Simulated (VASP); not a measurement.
## AlCo: relaxation of cell and atoms with PBE

The system is AlCo.

```xyz
2
Lattice="2.8194 0.0000 0.0000 0.0000 2.8194 0.0000 0.0000 0.0000 2.8194" Properties=species:S:1:pos:R:3 pbc="T T T"
Al    0.0000    0.0000    0.0000
Co    1.4097    1.4097    1.4097
```

```yaml
Program: VASP 6.6.1
Task: relaxation of cell and atoms
Functional: PBE
Potentials_or_basis: VASP PAW PBE potentials, release 64 (Al, Co)
Cutoff: 600 eV
k_mesh: 12 × 12 × 12
Occupations: fermi-dirac, width 0.1 eV
Spin: collinear spin, ferromagnetic start
Starting_moments: "[0.0, 2.5] μB"
Target_pressure: 2 GPa
Dipole_correction: no
Further_INCAR_settings: ALGO = Normal; EDIFF = 1e-07; IBRION = 2; EDIFFG = -0.02; NSW = 80; ISIF = 3
```

```json
{"Relaxed volume": "11.48 Å³/atom", "Relaxed cell": "a = 2.842 Å, b = 2.842 Å, c = 2.842 Å, α = 90.00°, β = 90.00°, γ = 90.00°", "Space group after relaxing (to 0.1 Å)": "Pm-3m (No. 221)", "Energy change on relaxing (the run minimises the enthalpy)": "-7.2 meV/atom", "Ionic steps": "3", "Pressure after relaxing": "2.0 GPa", "Band gap on the k mesh": "zero (filled and empty bands overlap)", "Net moment": "0.00 μB per cell", "Valence electrons inside the program's atomic spheres": "Al 0.83; Co 8.47"}
```

The path:
```
step  energy change (eV)  largest force (eV/Å)  pressure (GPa)  volume (Å³)
   1              0.0000                0.0000            6.69        22.41
   2             -0.0140                0.0000           -2.14        23.49
   3             -0.0144                0.0000            2.01        22.95
```

Final structure:
```
CELL_PARAMETERS angstrom
2.84188 0.00000 0.00000
0.00000 2.84188 0.00000
0.00000 0.00000 2.84188
ATOMIC_POSITIONS crystal
Al 0.00000 0.00000 0.00000
Co 0.50000 0.50000 0.50000
```

Levels at points of the mesh, in eV from the Fermi level:
Spin up:
| k point | band 4 | band 5 | band 6 | band 7 | band 8 | band 9 |
| --- | --- | --- | --- | --- | --- | --- |
| (0.00, 0.00, 0.00) | -0.81 | -0.81 | -0.81 | 6.05 | 6.05 | 6.05 |
| (0.50, 0.00, 0.00) | -1.69 | -1.69 | -0.70 | 0.22 | 8.45 | 10.70 |
| (0.50, 0.50, 0.00) | -2.66 | -1.48 | -1.48 | -0.20 | 2.49 | 3.54 |
| (0.50, 0.50, 0.50) | -0.16 | -0.16 | 2.43 | 2.43 | 2.43 | 4.23 |
Spin down:
```csv
k point,band 2,band 3,band 4,band 5,band 6,band 7,band 8,band 9,band 10,band 11
"(0.00, 0.00, 0.00)",-2.96,-2.96,-0.81,-0.81,-0.81,6.05,6.05,6.05,8.81,8.81
"(0.50, 0.00, 0.00)",-6.63,-2.36,-1.69,-1.69,-0.70,0.22,8.45,10.70,10.70,11.77
"(0.50, 0.50, 0.00)",-3.05,-2.66,-2.66,-1.48,-1.48,-0.20,2.49,3.54,12.89,15.95
"(0.50, 0.50, 0.50)",-3.94,-3.94,-0.16,-0.16,2.43,2.43,2.43,4.23,5.41,5.41
```

Wall time 76 s on 1 thread of Intel(R) Xeon(R) Platinum 8259CL CPU @ 2.50GHz (Skylake/Cascade Lake), with other jobs on the host, peak memory 0.18 GiB.

Caveat: the cell is relaxed towards a set pressure, so the run minimises the enthalpy, not the energy.
